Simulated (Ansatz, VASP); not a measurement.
NaSnCl3 in VASP and in Ansatz

```
Na Sn Cl
1.0
     5.52801    0.05528    0.00000
     0.05528    5.52801    0.00000
     0.00000    0.00000    5.52801
Na Sn Cl
1 1 3
Direct
  0.00000 0.00000 0.00000
  0.50000 0.50000 0.50000
  0.50000 0.50000 0.00000
  0.50000 0.00000 0.50000
  0.00000 0.50000 0.50000
```

Change from the starting cell: shear_xy strain +2.0%.

Alike in both runs: task single point; functional PBE; k mesh 6 × 6 × 6; occupations fermi-dirac, width 0.02 eV; no spin polarisation.

|  | VASP | Ansatz |
| --- | --- | --- |
| version | VASP 6.6.1 | Ansatz 0.2.0 |
| potentials or method | VASP PAW PBE potentials, release 64 (Na_pv, Sn_d, Cl) | plane waves, PAW |
| plane-wave cutoff (eV) | 520 | 420 |
| valence electrons in the cell | 42 | 44 |

```csv
,VASP,Ansatz,Ansatz less VASP
pressure (GPa),0.4,0.4,+0.04
```

VASP's potentials hold 42 valence electrons a cell and Ansatz's 44, so a difference there can come from the potentials and not from the codes.
